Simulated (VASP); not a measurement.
Input of a VASP 6.6.1 run:

INCAR

```
PREC     = Accurate       # precision mode
ENCUT    = 520            # plane-wave cutoff, eV
EDIFF    = 1E-6           # SCF threshold, eV
ISMEAR   = -1             # smearing method
SIGMA    = 0.02           # smearing width, eV
LREAL    = False          # projectors in reciprocal space
LASPH    = True           # aspherical terms in the spheres
NELM     = 100            # most SCF steps
ALGO     = Normal         # electronic algorithm
ISIF     = 2              # what is computed and relaxed
LWAVE    = False          # write WAVECAR
LCHARG   = True           # write CHGCAR
GGA      = PE             # functional
LELF     = True           # ELF
LVHAR    = True         
NBANDS   = 28             # bands
```

File KPOINTS:

```
Automatic mesh
0
Gamma
  6 6 6
```

File POSCAR:

```
SrTiO3
1.0
    3.9068515030      0.0000000000      0.0000000000
    0.0000000000      3.7552656647      0.0000000000
    0.0000000000      0.0000000000      3.9068515030
Sr Ti O
1 1 3
Direct
    0.0000000000      0.0000000000      0.0000000000
    0.5000000000      0.5000000000      0.5000000000
    0.5000000000      0.0000000000      0.5000000000
    0.5000000000      0.5000000000      0.0000000000
    0.0000000000      0.5000000000      0.5000000000
```

Potentials or basis: VASP PAW PBE potentials, release 64 (Sr_sv, Ti_sv, O).

Run with:

```console
$ cat potpaw_PBE.64/Sr_sv/POTCAR potpaw_PBE.64/Ti_sv/POTCAR potpaw_PBE.64/O/POTCAR > POTCAR
$ mpirun -np 1 vasp_std > vasp.out
```

Predict the pressure.

13.5 GPa.

What does it give for the band gap on the k mesh?

1.85 eV, indirect (least direct gap 2.17 eV).

Stress tensor (GPa, compression positive):
```
 9.43  0.00  0.00
 0.00 21.50  0.00
 0.00  0.00  9.43
```

Caveat: the cell differs from its parent crystal (uniaxial y strain -3.9%). A k mesh can miss the band edges.
